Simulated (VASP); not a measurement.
Here is a VASP 6.6.1 calculation.

INCAR

```
SYSTEM = Te2Mo
ALGO = Normal
EDIFF = 1E-6
ENCUT = 520
GGA = PE
GGA_COMPAT = .FALSE.
ISIF = 2
ISMEAR = -1
LASPH = .TRUE.
LCHARG = .TRUE.
LMAXMIX = 4
LNONCOLLINEAR = .TRUE.
LORBIT = 11
LORBMOM = .TRUE.
LREAL = .FALSE.
LSORBIT = .TRUE.
LVHAR = .TRUE.
LWAVE = .FALSE.
MAGMOM = 0 0 0 0 0 0 0 0 0 0 0 0 0 0 0 0 0 0
NBANDS = 68
NELM = 150
PREC = Accurate
SIGMA = 0.05
```

File KPOINTS:

```
k-points
0
G
  9 9 2
  0 0 0
```

The input POSCAR:

```
Te2Mo
1.0
    3.4463798477      0.0000000000      0.0000000000
   -1.7231899238      2.9846524992      0.0000000000
    0.0000000000      0.0000000000     13.6883444487
Te Mo
4 2
Direct
    0.6666666667      0.3333333333      0.3790000000
    0.3333333333      0.6666666667      0.8790000000
    0.6666666667      0.3333333333      0.1210000000
    0.3333333333      0.6666666667      0.6210000000
    0.6666666667      0.3333333333      0.7500000000
    0.3333333333      0.6666666667      0.2500000000
```

Potentials or basis: VASP PAW PBE potentials, release 64 (Te, Mo_sv).

Command:

```console
$ cat potpaw_PBE.64/Te/POTCAR potpaw_PBE.64/Mo_sv/POTCAR > POTCAR
$ mpirun -np 1 vasp_ncl > vasp.out
```

Problem. What does it give for the net moment?

Solution. 0.00 μB per cell.

Problem. What does it give for the largest force?

Solution. 1.154 eV/Å.

Problem. Predict the pressure.

Solution. 10.5 GPa.

Forces on the atoms (eV/Å):
```
Te   0.000  0.000  1.154
Te   0.000  0.000  1.154
Te   0.000  0.000 -1.154
Te   0.000  0.000 -1.154
Mo   0.000  0.000  0.000
Mo   0.000  0.000  0.000
```

Caveat: the cell stands under pressure; this functional lacks dispersion, which binds layers or chains, so the pressure and a relaxed spacing across them are unreliable; forces of over 1 eV/Å act on the atoms, so gaps and moduli don't describe the material at rest.
